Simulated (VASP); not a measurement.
# Os (P6_3/mmc) in VASP: a series of runs

Runs on Os. Level: PBE. Tasks: single point.

Program: VASP 6.6.1. These are calculated values, not measurements. Logs are shortened: lines on timing, memory, paths and dates and some standing lists are left out, and cuts for length are marked.

## 1. The cell of the first run

Symmetry: P6_3/mmc, No. 194, hexagonal system. Conventional cell: a = 2.756 Å, b = 2.756 Å, c = 4.343 Å, α = 90.00°, β = 90.00°, γ = 120.00°. Within 3.5 Å of Os (site symmetry -6m2) lie 12 Os at 2.69 to 2.76 Å.

## 2. Single point, PBE

Input file INCAR:

```
SYSTEM = Os
PREC = Accurate
ENCUT = 520
EDIFF = 1E-6
ISMEAR = -1
SIGMA = 0.03
LREAL = .FALSE.
LASPH = .TRUE.
NELM = 100
ALGO = Normal
ISIF = 2
LWAVE = .FALSE.
LCHARG = .FALSE.
GGA = PE
NBANDS = 15
```

Input file KPOINTS:

```
Automatic mesh
0
G
  13 13 7
  0 0 0
```

Input file POSCAR:

```
Os
1.0
    2.7559294133      0.0000000000      0.0000000000
   -1.3779647066      2.3867048830      0.0000000000
    0.0000000000      0.0000000000      4.3426533301
Os
2
Direct
    0.3333333333      0.6666666667      0.2500000000
    0.6666666667      0.3333333333      0.7500000000
```

Potentials or basis: VASP PAW PBE potentials, release 64 (Os).

The run is started by

```console
$ cat potpaw_PBE.64/Os/POTCAR > POTCAR
$ mpirun -np 1 vasp_std > vasp.out
```

OUTCAR:

```text
SYSTEM = Os
   PREC = Accurate
   ENCUT = 520
   EDIFF = 1E-6
   ISMEAR = -1
   LREAL = .FALSE.
   LASPH = .TRUE.
   NELM = 100
   ISIF = 2
   GGA = PE

 ion  position               nearest neighbor table
   1  0.333  0.667  0.250-   2 2.69   2 2.69   2 2.69   2 2.69   2 2.69   2 2.69
   2  0.667  0.333  0.750-   1 2.69   1 2.69   1 2.69   1 2.69   1 2.69   1 2.69

  LATTYP: Found a hexagonal cell.
 ALAT       =     2.7559294133
 C/A-ratio  =     1.5757491136

  Lattice vectors:

 A1 = (   2.7559294133,   0.0000000000,   0.0000000000)
 A2 = (  -1.3779647066,   2.3867048830,   0.0000000000)
 A3 = (   0.0000000000,   0.0000000000,   4.3426533301)

Analysis of symmetry for initial positions (statically):
=====================================================================
 Subroutine PRICEL returns:
 Original cell was already a primitive cell.

 Routine SETGRP: Setting up the symmetry group for a
 hexagonal supercell.

 Subroutine GETGRP returns: Found 24 space group operations
 (whereof 12 operations were pure point group operations)
 out of a pool of 24 trial point group operations.

The static configuration has the point symmetry D_3d.
 The point group associated with its full space group is D_6h.

Analysis of symmetry for dynamics (positions and initial velocities):
=====================================================================
 Subroutine PRICEL returns:
 Original cell was already a primitive cell.

 Routine SETGRP: Setting up the symmetry group for a
 hexagonal supercell.

 Subroutine GETGRP returns: Found 24 space group operations
 (whereof 12 operations were pure point group operations)
 out of a pool of 24 trial point group operations.

The dynamic configuration has the point symmetry D_3d.
 The point group associated with its full space group is D_6h.

 Subroutine INISYM returns: Found 24 space group operations
 (whereof 12 operations are pure point group operations),
 and found     1 'primitive' translations

----------------------------------------------------------------------------------------

                                     Primitive cell

  volume of cell :      28.5642

  direct lattice vectors                    reciprocal lattice vectors
     2.755929413  0.000000000  0.000000000     0.362853996  0.209493852  0.000000000
    -1.377964707  2.386704883  0.000000000     0.000000000  0.418987704  0.000000000
     0.000000000  0.000000000  4.342653330     0.000000000  0.000000000  0.230273965
[... 92 lines left out ...]
   POTIM  = 0.5000    time-step for ionic-motion
   TEBEG  =    0.0;   TEEND  =   0.0 temperature during run
   PSTRESS=    0.0 pullay stress
   NELECT =      16.0000    total number of electrons
   NUPDOWN=      -1.0000    fix difference up-down
   EMIN   =  10.00;   EMAX   =-10.00  energy-range for DOS
   EFERMI =   0.00;   METHOD = LEGACY
   ISMEAR =    -1;   SIGMA  =   0.03  broadening in eV -4-tet -1-fermi 0-gaus
   EFERMI_NEDOS =   21; number of points for ismear=-14 and -15
   IALGO  =     38    algorithm
   IMIX   =      4    mixing-type and parameters
     AMIX     =   0.40;   BMIX     =  1.00
     AMIX_MAG =   1.60;   BMIX_MAG =  1.00
  volume/ion in A,a.u.               =      14.28        96.38
  Fermi-wavevector in a.u.,A,eV,Ry     =   1.349504  2.550193 24.778399  1.821161
  Thomas-Fermi vector in A             =   2.477085
   LORBIT       =      0    0 simple, 1 ext, 2 COOP (PROOUT), +10 PAW based schemes
   GGA     = PE    functional components
   LHFCALC =     F    Hartree Fock is set to
   AEXX    =    0.0000 exact exchange contribution
   IVDW    =     0    specifies the selected vdW correction
   LEPSILON=     F    determine dielectric tensor
   LRPA    =     F    only Hartree local field effects (RPA)
 non-spin polarized calculation
  energy-cutoff  :      520.00
  volume of cell :       28.56
 maximum number of plane-waves:       782
   NGX = 11   NGY = 11   NGZ = 17

 number of electron      15.9999999 magnetization

 Free energy of the ion-electron system (eV)
  ---------------------------------------------------
  ext. energy  EPLUGINS =         0.00000000
  ---------------------------------------------------
  free energy    TOTEN  =       -22.50202002 eV

  energy without entropy =      -22.49891095  energy(sigma->0) =      -22.50046549

 E-fermi :   9.2228     XC(G=0): -13.9371

 val. band max:        9.2156557709   @ k =   0.3077   0.3077   0.2857
 cond. band min:       9.3155450549   @ k =   0.3846   0.2308   0.2857
 fundamental gap:      0.0998892840
 Fermi energy:         9.2227826720

 k-point     1 :       0.0000    0.0000    0.0000
  band No.  band energies     occupation
      1      -1.6005      2.00000
      2       1.5609      2.00000
      3       6.1902      2.00000
      4       6.1902      2.00000
      5       6.4713      2.00000
      6       7.0105      2.00000
      7       7.0105      2.00000
      8       7.6197      2.00000
      9       7.6197      2.00000
     10       9.2120      1.17738
     11      10.7942      0.00000
     12      10.7942      0.00000
     13      18.0191      0.00000
     14      23.1792      0.00000
[... 401 lines left out ...]
      2       2.3539      2.00000
      3       5.2278      2.00000
      4       5.7146      2.00000
      5       6.3695      2.00000
      6       6.6007      2.00000
      7       7.2901      2.00000
      8       7.4591      2.00000
      9       7.8219      2.00000
     10       8.1286      2.00000
     11      11.1094      0.00000
     12      13.1801      0.00000
     13      19.1434      0.00000
     14      24.3486      0.00000
     15      26.3922      0.00000

 [... further k-points ...]

------------------------ aborting loop because EDIFF is reached ----------------------------------------

  FORCE on cell =-STRESS in cart. coord.  units (eV):
  Direction    XX          YY          ZZ          XY          YZ          ZX
  --------------------------------------------------------------------------------------
  -------------------------------------------------------------------------------------
  Total       -0.0574493     -0.0574493     -0.0911230     -0.0000000      0.0000000      0.0000000
  in kB       -3.2223520     -3.2223520     -5.1111255     -0.0000000      0.0000000      0.0000000
  external PRESSURE =      -3.8519431 kB  Pullay stress =       0.0000000 kB

 VOLUME and BASIS-vectors are now :
 -----------------------------------------------------------------------------
  energy-cutoff  :      520.00
  volume of cell :       28.56
      direct lattice vectors                 reciprocal lattice vectors
     2.755929413  0.000000000  0.000000000     0.362853996  0.209493852  0.000000000
    -1.377964707  2.386704883  0.000000000     0.000000000  0.418987704  0.000000000
     0.000000000  0.000000000  4.342653330     0.000000000  0.000000000  0.230273965

 POSITION                                       TOTAL-FORCE (eV/Angst)
 -----------------------------------------------------------------------------------
     -0.00000      1.59114      1.08566        -0.000000      0.000000      0.000000
      1.37796      0.79557      3.25699         0.000000     -0.000000      0.000000
 -----------------------------------------------------------------------------------
    total drift:                               -0.000000      0.000000     -0.000000

  FREE ENERGIE OF THE ION-ELECTRON SYSTEM (eV)
  ---------------------------------------------------
  free  energy   TOTEN  =       -22.5020200231 eV

  energy  without entropy=      -22.4989109536  energy(sigma->0) =      -22.50046549
```

OSZICAR:

```text
N       E                     dE             d eps       ncg     rms          rms(c)
DAV:   1     0.100587526998E+03    0.10059E+03   -0.73456E+03  2520   0.102E+03
DAV:   2    -0.192955139153E+02   -0.11988E+03   -0.10487E+03  2569   0.326E+02
DAV:   3    -0.239098438360E+02   -0.46143E+01   -0.44873E+01  3479   0.559E+01
DAV:   4    -0.239411659067E+02   -0.31322E-01   -0.31207E-01  2688   0.483E+00
DAV:   5    -0.239413376656E+02   -0.17176E-03   -0.17175E-03  3465   0.334E-01    0.222E+01
DAV:   6    -0.228275416859E+02    0.11138E+01   -0.94331E-01  3171   0.829E+00    0.991E+00
DAV:   7    -0.225100433338E+02    0.31750E+00   -0.64054E-01  3234   0.672E+00    0.492E-01
DAV:   8    -0.225056359133E+02    0.44074E-02   -0.63764E-03  2597   0.595E-01    0.398E-01
DAV:   9    -0.225020354348E+02    0.36005E-02   -0.22784E-03  2954   0.459E-01    0.504E-02
DAV:  10    -0.225020407775E+02   -0.53427E-05   -0.12886E-04  3360   0.100E-01    0.109E-02
DAV:  11    -0.225020218813E+02    0.18896E-04   -0.36508E-06  2751   0.182E-02    0.259E-03
DAV:  12    -0.225020203385E+02    0.15429E-05   -0.14905E-07  1834   0.441E-03    0.152E-03
DAV:  13    -0.225020200231E+02    0.31535E-06   -0.19237E-08  1505   0.119E-03
   1 F= -.22502020E+02 E0= -.22500465E+02  d E =-.310907E-02
```

stdout:

```text
POSCAR found type information on POSCAR Os
 POSCAR found :  1 types and       2 ions
 scaLAPACK will be used
 LDA part: xc-table for (Slater+PW92), standard interpolation
 POSCAR, INCAR and KPOINTS ok, starting setup
 FFT: planning ... GRIDC
 FFT: planning ... GRID_SOFT
 FFT: planning ... GRID
 WAVECAR not read
 entering main loop
```

Wall time 12 s (1 thread of Intel Xeon 6975P-C (Granite Rapids), shared host); peak memory 0.15 GiB.

Results:

```
Free energy            : -22.5020 eV
Pressure               : -0.4 GPa
Band gap on the k mesh : zero (band 8 reaches 11.15 eV, above the bottom of band 9 at 7.46 eV)
```

Caveat: spin-orbit coupling is left out, which moves the levels of the heavy elements.

(Part 1 of 2 ends here.)
